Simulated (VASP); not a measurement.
# HfN: single point with PBEsol

The system is HfN.

```
Hf N
1.0
     0.00000    2.45482    2.45482
     2.45482    0.00000    2.45482
     2.45482    2.45482    0.00000
Hf N
1 1
Cartesian
  0.0000 0.0000 0.0000
  3.5956 3.7688 3.7688
```

This cell differs from its parent crystal: all N atoms moved -0.150 Å, as atom 2 towards its neighbour atom 1 (Hf) at 2.126 Å.

```yaml
Program: VASP 6.6.1
Task: single point
Functional: PBEsol
Potentials_or_basis: VASP PAW PBE potentials, release 64 (Hf_pv, N)
Cutoff: 520 eV
k_mesh: 16 × 16 × 16
Occupations: gaussian, width 0.15 eV
Spin: no spin polarisation
Dipole_correction: no
Further_INCAR_settings: ALGO = Normal; EDIFF = 1e-07; NBANDS = 14
```

The pressure is -3.9 GPa and the largest force is 1.357 eV/Å.

Forces in eV/Å, atoms in the order of the input:
```
Hf  -0.783  0.783  0.783
N    0.783 -0.783 -0.783
```

Stress tensor (GPa, compression positive):
```
-3.95  3.61  3.61
 3.61 -3.95 -3.61
 3.61 -3.61 -3.95
```

Levels at points of the mesh, in eV from the Fermi level:
| k point | band 3 | band 4 | band 5 | band 6 | band 7 | band 8 | band 9 | band 10 | band 11 | band 12 |
| --- | --- | --- | --- | --- | --- | --- | --- | --- | --- | --- |
| (0.00, 0.00, 0.00) | -31.01 | -16.07 | -5.55 | -5.55 | -5.09 | -0.75 | 2.21 | 2.21 | 5.63 | 7.26 |
| (0.50, 0.00, 0.00) | -31.08 | -15.18 | -5.65 | -5.20 | -5.20 | 2.27 | 2.86 | 2.86 | 4.32 | 6.23 |
| (0.00, 0.50, 0.00) | -31.07 | -14.87 | -5.71 | -4.86 | -4.50 | 1.31 | 2.09 | 3.18 | 3.98 | 5.12 |
| (0.50, 0.50, 0.00) | -31.17 | -14.57 | -6.87 | -3.63 | -3.57 | -1.07 | 2.24 | 4.02 | 4.60 | 4.80 |

It took 2.4 min on 1 thread of Intel(R) Xeon(R) Platinum 8124M CPU @ 3.00GHz (Skylake/Cascade Lake), with other jobs on the host, peak memory 0.31 GiB.

Caveat: the cell differs from its parent crystal (all N atoms moved -0.150 Å, as atom 2 towards its neighbour atom 1 (Hf) at 2.126 Å); the PAW data sets were made with another functional, which shifts forces and pressure a little; spin-orbit coupling is left out, which moves the levels of the heavy elements.
